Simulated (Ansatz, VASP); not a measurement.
# Two plane-wave programs on ZnO

```
Zn O
1.0
     3.23535    0.00000    0.00000
    -1.61768    2.80190    0.00000
     0.00000    0.00000    5.21091
Zn O
2 2
Cartesian
  0.0000 1.8679 2.6037
  1.6177 0.9340 -0.0018
  1.6177 0.9340 1.9768
  0.0000 1.8679 4.5822
```

Alike in both runs: task single point; functional PBE; dispersion D4; k mesh 6 × 6 × 4; no spin polarisation.

```csv
,VASP,Ansatz
version,VASP 6.6.1,Ansatz 0.2.0
potentials or method,"VASP PAW PBE potentials, release 64 (Zn, O)",plane waves
plane-wave cutoff (eV),520,420
occupations,"gaussian, width 0.01 eV",fixed
valence electrons in the cell,36,36
```

```tsv
	VASP	Ansatz	Ansatz less VASP
gap on the k mesh at the Fermi level (eV)	0.79	0.81	+0.015
pressure (GPa)	3.7	2.5	-1.14
traceless stress, the component that is largest in VASP (GPa)	0.10	0.12	+0.015
rms of the force components (eV/Å)	0.003	0.003	-0.0004
```

Atom by atom the forces differ by 0.000 eV/Å (rms over components).
